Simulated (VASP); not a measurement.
# TiSi2 (Cmcm) in VASP: single point with PBE

Aim: the single point of TiSi2 with PBE.

All numbers are computed with VASP 6.6.1; they aren't measurements. Logs are shortened: lines on timing, memory, paths and dates and some standing lists are left out, and cuts for length are marked.

## (1) The cell of the first run

Symmetry: Cmcm, No. 63, orthorhombic system. The conventional cell has a = 3.530 Å, b = 13.519 Å, c = 3.565 Å, α = 90.00°, β = 90.00°, γ = 90.00°. Ti (site symmetry m2m) has 10 Si at 2.58 to 2.81 Å and 6 Ti at 3.31 to 3.57 Å within 3.6 Å. Within 3.2 Å of Si (site symmetry m2m) lie 6 Si at 2.38 to 3.15 Å and 6 Ti at 2.58 to 2.81 Å. Si (site symmetry m2m) has 8 Si at 2.51 to 3.15 Å and 4 Ti at 2.66 to 2.67 Å within 3.3 Å.

## (2) Single point, PBE

Input file INCAR:

```
SYSTEM = TiSi2
PREC = Accurate
ENCUT = 500
EDIFF = 1E-6
ISMEAR = 0
SIGMA = 0.1
LREAL = .False.
LASPH = .True.
NELM = 120
ALGO = Normal
ISIF = 2
LWAVE = .False.
LCHARG = .True.
GGA = PE
LELF = .True.
LVHAR = .True.
NBANDS = 29
GGA_COMPAT = .False.
```

Input file KPOINTS:

```
Automatic mesh
0
Gamma
  6 6 6
  0 0 0
```

Input file POSCAR:

```
TiSi2
1.0
    1.7651050100     -6.7592816400      0.0000000000
    1.7651050100      6.7592816400      0.0000000000
    0.0000000000      0.0000000000      3.5651738600
Ti Si
2 4
Direct
    0.8968819400      0.1031180800      0.7500000000
    0.1031180800      0.8968819400      0.2500000000
    0.5582514400      0.4417485600      0.7500000000
    0.4417485600      0.5582514400      0.2500000000
    0.2496851800      0.7503148300      0.7500000000
    0.7503148300      0.2496851800      0.2500000000
```

Potentials or basis: VASP PAW PBE potentials, release 64 (Ti_sv, Si).

Started as:

```sh
$ cat potpaw_PBE.64/Ti_sv/POTCAR potpaw_PBE.64/Si/POTCAR > POTCAR
$ mpirun -np 1 vasp_std > vasp.out
```

OUTCAR:

```text
SYSTEM = TiSi2
   PREC = Accurate
   ENCUT = 500
   EDIFF = 1E-6
   ISMEAR = 0
   LREAL = .False.
   LASPH = .True.
   NELM = 120
   ISIF = 2
   GGA = PE

 ion  position               nearest neighbor table
   1  0.897  0.103  0.750-   4 2.58   4 2.58   4 2.58   4 2.58   5 2.66   5 2.66   6 2.67   6 2.67
                             3 2.81   3 2.81
   2  0.103  0.897  0.250-   3 2.58   3 2.58   3 2.58   3 2.58   6 2.66   6 2.66   5 2.67   5 2.67
                             4 2.81   4 2.81
   3  0.558  0.442  0.750-   4 2.38   4 2.38   2 2.58   2 2.58   2 2.58   2 2.58   1 2.81   1 2.81
                             5 3.13   5 3.13
   4  0.442  0.558  0.250-   3 2.38   3 2.38   1 2.58   1 2.58   1 2.58   1 2.58   2 2.81   2 2.81
                             6 3.13   6 3.13
   5  0.250  0.750  0.750-   6 2.51   6 2.51   6 2.51   6 2.51   1 2.66   1 2.66   2 2.67   2 2.67
                             3 3.13   3 3.13
   6  0.750  0.250  0.250-   5 2.51   5 2.51   5 2.51   5 2.51   2 2.66   2 2.66   1 2.67   1 2.67
                             4 3.13   4 3.13

  LATTYP: Found a base centered orthorhombic cell.
 ALAT       =     3.5302100200
 B/A-ratio  =     3.8293934931
 C/A-ratio  =     1.0099041813

  Lattice vectors:

 A1 = (   1.7651050100,  -6.7592816400,   0.0000000000)
 A2 = (   1.7651050100,   6.7592816400,   0.0000000000)
 A3 = (   0.0000000000,   0.0000000000,   3.5651738600)

Analysis of symmetry for initial positions (statically):
=====================================================================
 Subroutine PRICEL returns:
 Original cell was already a primitive cell.

 Routine SETGRP: Setting up the symmetry group for a
 base centered orthorhombic supercell.

 Subroutine GETGRP returns: Found  8 space group operations
 (whereof  4 operations were pure point group operations)
 out of a pool of  8 trial point group operations.

The static configuration has the point symmetry C_2h.
 The point group associated with its full space group is D_2h.

Analysis of symmetry for dynamics (positions and initial velocities):
=====================================================================
 Subroutine PRICEL returns:
 Original cell was already a primitive cell.

 Routine SETGRP: Setting up the symmetry group for a
 base centered orthorhombic supercell.

 Subroutine GETGRP returns: Found  8 space group operations
 (whereof  4 operations were pure point group operations)
 out of a pool of  8 trial point group operations.

The dynamic configuration has the point symmetry C_2h.
 The point group associated with its full space group is D_2h.

 Subroutine INISYM returns: Found  8 space group operations
 (whereof  4 operations are pure point group operations),
 and found     1 'primitive' translations

----------------------------------------------------------------------------------------

                                     Primitive cell

  volume of cell :      85.0711

  direct lattice vectors                    reciprocal lattice vectors
     1.765105010 -6.759281640  0.000000000     0.283269266 -0.073972358  0.000000000
     1.765105010  6.759281640  0.000000000     0.283269266  0.073972358  0.000000000
     0.000000000  0.000000000  3.565173860     0.000000000  0.000000000  0.280491230

  length of vectors
     6.985949040  6.985949040  3.565173860     0.292768486  0.292768486  0.280491230

  position of ions in fractional coordinates (direct lattice)
     0.896881940  0.103118080  0.750000000
     0.103118080  0.896881940  0.250000000
     0.558251440  0.441748560  0.750000000
     0.441748560  0.558251440  0.250000000
     0.249685180  0.750314830  0.750000000
     0.750314830  0.249685180  0.250000000

  ion indices of the primitive-cell ions
   primitive index   ion index
                 1           1
                 2           2
                 3           3
                 4           4
                 5           5
                 6           6

----------------------------------------------------------------------------------------

 KPOINTS: Automatic mesh

Automatic generation of k-mesh.
 Grid dimensions read from file:
 generate k-points for:    6    6    6

 Generating k-lattice:

  Cartesian coordinates                     Fractional coordinates (reciprocal lattice)
     0.047211544 -0.012328726  0.000000000     0.166666667  0.000000000  0.000000000
     0.047211544  0.012328726  0.000000000     0.000000000  0.166666667  0.000000000
     0.000000000  0.000000000  0.046748538     0.000000000  0.000000000  0.166666667

  Length of vectors
     0.048794748  0.048794748  0.046748538

  Shift w.r.t. Gamma in fractional coordinates (k-lattice)
     0.000000000  0.000000000  0.000000000

 Subroutine IBZKPT returns following result:
 ===========================================

 Found     52 irreducible k-points:

 Following reciprocal coordinates:
            Coordinates               Weight
  0.000000  0.000000  0.000000      1.000000
  0.166667 -0.000000  0.000000      4.000000
  0.333333 -0.000000  0.000000      4.000000
  0.500000 -0.000000  0.000000      2.000000
  0.166667  0.166667  0.000000      2.000000
  0.333333  0.166667  0.000000      4.000000
[... 16 lines left out ...]
  0.333333  0.333333  0.166667      4.000000
  0.500000  0.333333  0.166667      8.000000
 [... further k-points ...]
   k-points           NKPTS =     52   k-points in BZ     NKDIM =     52   number of bands    NBANDS=     29
   number of dos      NEDOS =    301   number of ions     NIONS =      6
   total plane-waves  NPLWV =  81648
   dimension x,y,z NGX =    54 NGY =   54 NGZ =   28
   dimension x,y,z NGXF=   108 NGYF=  108 NGZF=   56
   ions per type =               2   4
   NGX,Y,Z   is equivalent  to a cutoff of  12.85, 12.85, 13.06 a.u.
   NGXF,Y,Z  is equivalent  to a cutoff of  25.70, 25.70, 26.11 a.u.
 SYSTEM =  TiSi2
   PREC   = accura    normal or accurate (medium, high low for compatibility)
   ISTART =      0    job   : 0-new  1-cont  2-samecut
   ICHARG =      2    charge: 1-file 2-atom 10-const
   ISPIN  =      1    spin polarized calculation?
   LNONCOLLINEAR =      F non collinear calculations
   LSORBIT =      F    spin-orbit coupling
   LASPH  =      T    aspherical Exc in radial PAW
   ENCUT  =  500.0 eV  36.75 Ry    6.06 a.u.  12.74 12.74  6.50*2*pi/ulx,y,z
   NELM   =    120;   NELMIN=  2; NELMDL= -5     # of ELM steps
   EDIFF  = 0.1E-05   stopping-criterion for ELM
   LREAL  =      F    real-space projection
   EDIFFG = 0.1E-04   stopping-criterion for IOM
   NSW    =      0    number of steps for IOM
   IBRION =     -1    ionic relax: 0-MD 1-quasi-New 2-CG
   NFREE  =      0    steps in history (QN), initial steepest desc. (CG)
   ISIF   =      2    stress and relaxation
   ISYM   =      2    0-nonsym 1-usesym 2-fastsym
   POTIM  = 0.5000    time-step for ionic-motion
   TEBEG  =    0.0;   TEEND  =   0.0 temperature during run
   PSTRESS=    0.0 pullay stress
   NELECT =      40.0000    total number of electrons
   NUPDOWN=      -1.0000    fix difference up-down
   EMIN   =  10.00;   EMAX   =-10.00  energy-range for DOS
   EFERMI =   0.00;   METHOD = LEGACY
   ISMEAR =     0;   SIGMA  =   0.10  broadening in eV -4-tet -1-fermi 0-gaus
   EFERMI_NEDOS =   21; number of points for ismear=-14 and -15
   IALGO  =     38    algorithm
   IMIX   =      4    mixing-type and parameters
     AMIX     =   0.40;   BMIX     =  1.00
     AMIX_MAG =   1.60;   BMIX_MAG =  1.00
  volume/ion in A,a.u.               =      14.18        95.68
  Fermi-wavevector in a.u.,A,eV,Ry     =   1.273017  2.405653 22.049227  1.620572
  Thomas-Fermi vector in A             =   2.405864
   LORBIT       =      0    0 simple, 1 ext, 2 COOP (PROOUT), +10 PAW based schemes
   GGA     = PE    functional components
   LHFCALC =     F    Hartree Fock is set to
   AEXX    =    0.0000 exact exchange contribution
   IVDW    =     0    specifies the selected vdW correction
   LEPSILON=     F    determine dielectric tensor
   LRPA    =     F    only Hartree local field effects (RPA)
 non-spin polarized calculation
 Gauss-broadening in eV      SIGMA  =   0.10
  energy-cutoff  :      500.00
  volume of cell :       85.07
 maximum number of plane-waves:      2188
 NGX is ok and might be reduce to    54
   NGX = 25   NGY = 25   NGZ = 13

 number of electron      40.0000005 magnetization

 Free energy of the ion-electron system (eV)
  ---------------------------------------------------
  ext. energy  EPLUGINS =         0.00000000
  ---------------------------------------------------
  free energy    TOTEN  =       -40.73895231 eV

  energy without entropy =      -40.72924599  energy(sigma->0) =      -40.73409915

 E-fermi :  10.5487     XC(G=0): -11.6407

 val. band max:       10.5295234362   @ k =  -0.3333   0.1667   0.0000
 cond. band min:      10.5745367181   @ k =  -0.3333   0.1667   0.1667
 fundamental gap:      0.0450132819
 Fermi energy:        10.5487282347

 k-point     1 :       0.0000    0.0000    0.0000
  band No.  band energies     occupation
      1     -46.2688      2.00000
      2     -46.2595      2.00000
      3     -22.6239      2.00000
      4     -22.5828      2.00000
      5     -22.5699      2.00000
      6     -22.5698      2.00000
[... 21 lines left out ...]
     28      13.4831      0.00000
     29      13.6784      0.00000

 k-point     2 :       0.1667   -0.0000    0.0000
  band No.  band energies     occupation
      1     -46.2677      2.00000
      2     -46.2585      2.00000
      3     -22.6206      2.00000
      4     -22.6017      2.00000
      5     -22.5871      2.00000
      6     -22.5681      2.00000
[... 21 lines left out ...]
     28      13.6225      0.00000
     29      13.8282      0.00000

 k-point     3 :       0.3333   -0.0000    0.0000
  band No.  band energies     occupation
      1     -46.2655      2.00000
      2     -46.2564      2.00000
      3     -22.6398      2.00000
      4     -22.6216      2.00000
      5     -22.6134      2.00000
      6     -22.5644      2.00000
[... 638 lines left out ...]
      5     -22.6085      2.00000
      6     -22.5829      2.00000
[... 21 lines left out ...]
     28      13.7191      0.00000
     29      14.3843      0.00000

 k-point    24 :       0.5000    0.3333    0.1667
  band No.  band energies     occupation
      1     -46.2661      2.00000
      2     -46.2583      2.00000
      3     -22.6141      2.00000
      4     -22.5991      2.00000
      5     -22.5877      2.00000
      6     -22.5856      2.00000
[... 21 lines left out ...]
     28      13.9278      0.00000
     29      14.2476      0.00000

 [... further k-points ...]

------------------------ aborting loop because EDIFF is reached ----------------------------------------

  FORCE on cell =-STRESS in cart. coord.  units (eV):
  Direction    XX          YY          ZZ          XY          YZ          ZX
  --------------------------------------------------------------------------------------
  -------------------------------------------------------------------------------------
  Total        1.0349459      0.8511058      0.9753884      0.0000000      0.0000000      0.0000000
  in kB       19.4915531     16.0292179     18.3698822      0.0000000      0.0000000      0.0000000
  external PRESSURE =      17.9635511 kB  Pullay stress =       0.0000000 kB

 VOLUME and BASIS-vectors are now :
 -----------------------------------------------------------------------------
  energy-cutoff  :      500.00
  volume of cell :       85.07
      direct lattice vectors                 reciprocal lattice vectors
     1.765105010 -6.759281640  0.000000000     0.283269266 -0.073972358  0.000000000
     1.765105010  6.759281640  0.000000000     0.283269266  0.073972358  0.000000000
     0.000000000  0.000000000  3.565173860     0.000000000  0.000000000  0.280491230

 POSITION                                       TOTAL-FORCE (eV/Angst)
 -----------------------------------------------------------------------------------
      1.76511     -5.36527      2.67388         0.000000     -0.034240      0.000000
      1.76511      5.36527      0.89129         0.000000      0.034240      0.000000
      1.76511     -0.78748      2.67388         0.000000     -0.207468      0.000000
      1.76511      0.78748      0.89129         0.000000      0.207468      0.000000
      1.76511      3.38390      2.67388         0.000000      0.040269      0.000000
      1.76511     -3.38390      0.89129         0.000000     -0.040269      0.000000
 -----------------------------------------------------------------------------------
    total drift:                               -0.000068     -0.000025     -0.000000

  FREE ENERGIE OF THE ION-ELECTRON SYSTEM (eV)
  ---------------------------------------------------
  free  energy   TOTEN  =       -40.7389523051 eV

  energy  without entropy=      -40.7292459864  energy(sigma->0) =      -40.73409915
```

Wall time 2.7 min (1 thread of Intel Xeon Platinum 8488C (Sapphire Rapids), shared host); peak memory 0.31 GiB.

What came out:

```
Free energy            : -40.7390 eV
Pressure               : 1.8 GPa
Largest force          : 0.207 eV/Å
Band gap on the k mesh : zero (bands 20 and 21 overlap by 1.01 eV)
```

Forces on the atoms (eV/Å):
```
Ti   0.000 -0.034  0.000
Ti   0.000  0.034  0.000
Si   0.000 -0.207  0.000
Si   0.000  0.207  0.000
Si   0.000  0.040  0.000
Si   0.000 -0.040  0.000
```

Levels at points of the mesh, in eV from the Fermi level:
| k point | band 17 | band 18 | band 19 | band 20 | band 21 | band 22 | band 23 | band 24 |
| --- | --- | --- | --- | --- | --- | --- | --- | --- |
| (0.00, 0.00, 0.00) | -2.15 | -2.09 | -2.07 | 0.47 | 0.72 | 0.82 | 0.89 | 1.36 |
| (0.50, 0.00, 0.00) | -1.66 | -1.47 | -0.66 | -0.57 | -0.54 | 1.17 | 1.48 | 1.66 |
| (0.50, 0.50, 0.00) | -2.52 | -1.95 | -1.18 | 0.39 | 0.65 | 0.75 | 0.92 | 1.14 |
| (0.00, 0.00, 0.50) | -1.63 | -1.63 | -0.04 | -0.04 | 0.84 | 0.84 | 1.48 | 1.48 |
| (0.50, 0.00, 0.50) | -3.22 | -3.22 | -2.44 | -2.44 | 1.76 | 1.76 | 1.89 | 1.89 |
| (0.50, 0.50, 0.50) | -2.03 | -2.03 | -0.87 | -0.87 | 0.48 | 0.48 | 1.68 | 1.68 |

The gap in the log of VASP goes by the Fermi energy; the results here count the filled bands.